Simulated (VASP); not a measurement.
Set up this calculation in VASP 6.6.1, as the native input.

```yaml
Task: relaxation of cell and atoms
Functional: PBEsol
Potentials_or_basis: VASP PAW PBE potentials, release 64 (B)
Cutoff: 600 eV
k_mesh: 18 × 18 × 18
Occupations: gaussian, width 0.1 eV
Spin: no spin polarisation
Dipole_correction: no
Further_INCAR_settings: ALGO = Normal; EDIFF = 1e-07; IBRION = 2; EDIFFG = -0.01; NSW = 100; ISIF = 3
```

The structure of B lies in POSCAR:

```
B
1.0
    0.0000000000      2.6833249817      3.2975515149
    1.6997816739      0.0000000000      3.2975515149
    1.6997816739      2.6833249817      0.0000000000
B
4
Direct
    0.7500000000      0.7500000000      0.7500000000
    0.2500000000      0.2500000000      0.2500000000
    0.6300854710      0.6300854710      0.3699145290
    0.3699145290      0.3699145290      0.6300854710
```

These files were run (other wordings do the same):

INCAR

```
SYSTEM = B
PREC = Accurate
ENCUT = 600
EDIFF = 1E-7
ISMEAR = 0
SIGMA = 0.1
LREAL = .False.
LASPH = .True.
NELM = 100
ALGO = Normal
ISIF = 3
LWAVE = .False.
LCHARG = .False.
GGA = PS
IBRION = 2
NSW = 100
EDIFFG = -0.01
```

KPOINTS

```
Automatic mesh
0
Gamma
  18 18 18
  0 0 0
```

Potentials or basis: VASP PAW PBE potentials, release 64 (B).

The run is started by

```sh
$ cat potpaw_PBE.64/B/POTCAR > POTCAR
$ mpirun -np 1 vasp_std > vasp.out
```

It gave:

```json
{
 "Energy gained by relaxing": "0.1 meV/atom",
 "Ionic steps": "4",
 "Pressure after relaxing": "0.0 GPa",
 "Largest force after relaxing": "0.004 eV/Å",
 "Band gap on the k mesh": "zero (band 6 reaches 7.81 eV, above the bottom of band 7 at 4.74 eV)"
}
```

Caveat: the PAW data sets were made with another functional, which shifts forces and pressure a little.

Wall time 7 min on 1 thread of AMD EPYC 9R45 96-Core Processor (Zen 5), on a shared host, peak memory 0.35 GiB.
